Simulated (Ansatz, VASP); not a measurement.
## NiO in VASP and in Ansatz

Contents of INCAR:

```
PREC = Accurate
ENCUT = 520
EDIFF = 1E-6
ISMEAR = 0
SIGMA = 0.05
LREAL = F
LASPH = T
NELM = 150
ALGO = Normal
ISIF = 2
LWAVE = F
LCHARG = F
ISPIN = 2
MAGMOM = 1.91 0.21
LORBIT = 11
LMAXMIX = 4
LDAU = T
LDAUTYPE = 2
LDAUL = 2 -1
LDAUU = 6.2 0
LDAUJ = 0 0
LDAUPRINT = 1
GGA = PE
NBANDS = 19
```

The input KPOINTS:

```
regular mesh
0
Gamma
  12 12 12
```

File POSCAR:

```
NiO
1.0
    0.0000000000      2.2937419557      2.1337134472
    2.2937419557      0.0000000000      2.1337134472
    2.2937419557      2.2937419557      0.0000000000
Ni O
1 1
Direct
    0.0000000000      0.0000000000      0.0000000000
    0.5000000000      0.5000000000      0.5000000000
```

Input for Ansatz:

```yaml
crystal:
  lattice:
    - [0.0, 2.2937419557, 2.1337134472]
    - [2.2937419557, 0.0, 2.1337134472]
    - [2.2937419557, 2.2937419557, 0.0]
  atoms:
    - { symbol: Ni, position: [0.0, 0.0, 0.0], spin: 1.91 }
    - { symbol: O, position: [0.5, 0.5, 0.5], spin: 0.21 }
basis:
  ecutwfc: 420
kpoints:
  mp_grid: { grid: [12, 12, 12] }
hamiltonian:
  xc: pbe
  hubbard: { sites: [{ species: Ni, l: d, u_eff: 6.2 }] }
scf:
  occupations: { method: gaussian, width: 0.05 }
output:
  forces: true
  stress: true
  eigenvalues: true
  populations: true
magnetization:
  spin_polarized: true
```

Change from the starting cell: strain +0.0750 x Voigt [1, 1, 0, 0, 0, 0], atoms carried along.

Alike in both runs: task single point; functional PBE; k mesh 12 × 12 × 12; occupations gaussian, width 0.05 eV; collinear spin; Hubbard terms Ni d U = 6.2 eV.

|  | VASP | Ansatz |
| --- | --- | --- |
| version | VASP 6.6.1 | Ansatz 0.2.0 |
| potentials or method | VASP PAW PBE potentials, release 64 (Ni, O), cutoff 520 eV | scalar-relativistic, plane waves, PAW |
| valence electrons in the cell | 16 | 24 |

|  | VASP | Ansatz | Ansatz less VASP |
| --- | --- | --- | --- |
| gap on the k mesh at the Fermi level (eV) | 1.50 | 1.13 | -0.362 |
| least direct gap on the mesh (eV) | 2.01 | 1.87 | -0.133 |
| pressure (GPa) | -22.4 | -17.6 | +4.78 |
| traceless stress, the component that is largest in VASP (GPa) | 2.27 | 3.70 | +1.435 |
| net moment per atom (μB) | 1.00 | 1.00 | 0.000 |
| size of the moment on the site where the two differ most (μB) | 1.83 | 1.75 | -0.085 |

Site moments also hang on the region over which each program counts them. The programs project onto different local orbitals, so the same U acts differently, and such runs can settle in different states. VASP's potentials hold 16 valence electrons a cell and Ansatz's 24, so a difference there can come from the potentials and not from the codes.
